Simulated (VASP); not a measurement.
The system is Ti4RuC.

```
CELL_PARAMETERS angstrom
5.06932 0.00000 0.00000
-2.53466 4.39016 0.00000
0.00000 0.00000 3.82151
ATOMIC_POSITIONS crystal
Ti 0.66667 0.33333 0.00000
Ti 0.01017 0.50508 0.50000
Ti 0.49492 0.50508 0.50000
Ti 0.49492 0.98984 0.50000
Ru 0.00000 0.00000 0.00000
C 0.33333 0.66667 0.00000
```

The cell was generated, and may not be a known phase.

- Program: VASP 6.6.1
- Task: relaxation of cell and atoms
- Functional: PBE
- Potentials or basis: VASP PAW PBE potentials, release 64 (Ti_sv, Ru_pv, C)
- Cutoff: 600 eV
- k mesh: 4 × 4 × 4
- Occupations: gaussian, width 0.2 eV
- Spin: no spin polarisation

At the start: pressure 1.8 GPa; volume 14.17 Å³/atom.

**Question.** How do energy, volume and symmetry change on relaxing?

**Answer.** Over 22 steps the energy falls by 86.7 meV/atom and the volume is 14.78 Å³/atom (+4.3 %); space group P-6m2 (No. 187, to 0.1 Å) before and after.

Step by step:
```tsv
step	energy change (eV)	largest force (eV/Å)	pressure (GPa)	volume (Å³)
1	0.0000	1.2016	1.83	85.05
2	-0.0545	0.6853	-1.16	87.05
3	-0.0760	0.0540	-0.27	86.34
4	-0.0972	0.0769	-0.04	86.24
5	-0.1701	0.1459	0.88	85.84
6	-0.3093	0.3661	3.82	84.66
7	-0.0482	0.6726	16.57	80.64
8	-0.3548	0.5453	5.86	83.86
9	-0.3271	0.5917	10.19	82.41
10	-0.3635	0.5730	8.05	83.08
11	-0.3673	0.5616	8.02	83.13
12	-0.3776	0.5278	7.95	83.26
13	-0.3932	0.4581	7.86	83.51
14	-0.4045	0.3133	7.88	83.98
15	-0.4201	0.2727	7.28	84.29
16	-0.4598	0.1550	5.55	85.24
17	-0.5077	0.0627	2.32	87.15
18	-0.4877	0.4325	-3.27	91.06
19	-0.5176	0.2120	0.10	88.59
20	-0.5176	0.2028	0.25	88.50
21	-0.5184	0.1679	0.22	88.55
22	-0.5199	0.0627	0.14	88.69
```

Final structure:
```cif
data_structure
_symmetry_space_group_name_H-M 'P 1'
_symmetry_Int_Tables_number 1
_cell_length_a 5.7070
_cell_length_b 5.7070
_cell_length_c 3.1442
_cell_angle_alpha 90.000
_cell_angle_beta 90.000
_cell_angle_gamma 120.000
_cell_volume 88.69
loop_
_atom_site_label
_atom_site_type_symbol
_atom_site_fract_x
_atom_site_fract_y
_atom_site_fract_z
_atom_site_occupancy
Ti1 Ti 0.66667 0.33333 0.00000 1
Ti2 Ti 0.02903 0.51452 0.50000 1
Ti3 Ti 0.48548 0.51452 0.50000 1
Ti4 Ti 0.48548 0.97097 0.50000 1
Ru1 Ru 0.00000 0.00000 0.00000 1
C1 C 0.33333 0.66667 0.00000 1
```

Caveat: the k points lie up to 0.50 Å⁻¹ apart in the final cell, too coarse for converged energies and pressures of a metal; a cell axis changed by over 15 % at a fixed basis, so the end point is rough; the relaxation stopped at a loose force limit of 0.08 eV/Å, so its end isn't a converged minimum.
